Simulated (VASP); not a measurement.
Here is a VASP 6.6.1 calculation.

File INCAR:

```
SYSTEM = BaF2
  ALGO = Normal
  EDIFF = 1E-6
  ENCUT = 600
  GGA = PE
  GGA_COMPAT = .False.
  ISIF = 2
  ISMEAR = -1
  LASPH = .True.
  LCHARG = .True.
  LELF = .True.
  LREAL = .False.
  LVHAR = .True.
  LWAVE = .False.
  NBANDS = 19
  NELM = 120
  PREC = Accurate
  SIGMA = 0.02
```

KPOINTS

```
k-points
0
Gamma
  8 8 8
  0 0 0
```

Contents of POSCAR:

```
BaF2
1.0
    0.0000000000      3.1591070472      3.1591070472
    3.1591070472      0.0000000000      3.1591070472
    3.1591070472      3.1591070472      0.0000000000
Ba F
1 2
Direct
    0.0000000000      0.0000000000      0.0000000000
    0.2500000000      0.2500000000      0.2500000000
    0.7500000000      0.7500000000      0.7500000000
```

Potentials or basis: VASP PAW PBE potentials, release 64 (Ba_sv, F).

The run is started by

```console
$ cat potpaw_PBE.64/Ba_sv/POTCAR potpaw_PBE.64/F/POTCAR > POTCAR
$ mpirun -np 1 vasp_std > vasp.out
```

Task: Estimate the band gap on the k mesh.

Result: 6.52 eV (least direct gap 6.57 eV).

Task: What does it give for the pressure?

Result: -1.0 GPa.

Caveat: the cell differs from its parent crystal (strain +2.0%); spin-orbit coupling is left out, which moves the levels of the heavy elements. A k mesh can miss the band edges.
